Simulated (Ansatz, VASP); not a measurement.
**One calculation of Se, two programs**

```
CELL_PARAMETERS angstrom
-1.40380 1.40380 1.40380
1.40380 -1.40380 1.40380
1.40380 1.40380 -1.40380
ATOMIC_POSITIONS crystal
Se 0.00000 0.00000 0.00000
```

Alike in both runs: task relaxation of cell and atoms; functional r2SCAN; k mesh 22 × 22 × 22; no spin polarisation.

|  | VASP | Ansatz |
| --- | --- | --- |
| version | VASP 6.6.1 | Ansatz 0.2.0 |
| potentials or method | VASP PAW PBE potentials, release 64 (Se) | plane waves, PAW |
| plane-wave cutoff (eV) | 600 | 500 |
| occupations | methfessel-paxton of order 1, width 0.15 eV | cold, width 0.15 eV |
| valence electrons in the cell | 6 | 16 |

|  | VASP | Ansatz | Ansatz less VASP |
| --- | --- | --- | --- |
| relaxed volume (Å³/atom) | 20.20 | 20.23 | +0.027 |
| relaxed length of the cell vector where the two differ most in proportion (Å) | 2.972 | 2.973 | +0.0013 |

VASP's potentials were made for PBE, not for r2SCAN. VASP's potentials hold 6 valence electrons a cell and Ansatz's 16, so a difference there can come from the potentials and not from the codes.

Noted on VASP's run: the volume moved by over 15 % at a fixed basis, so the end points are rough.
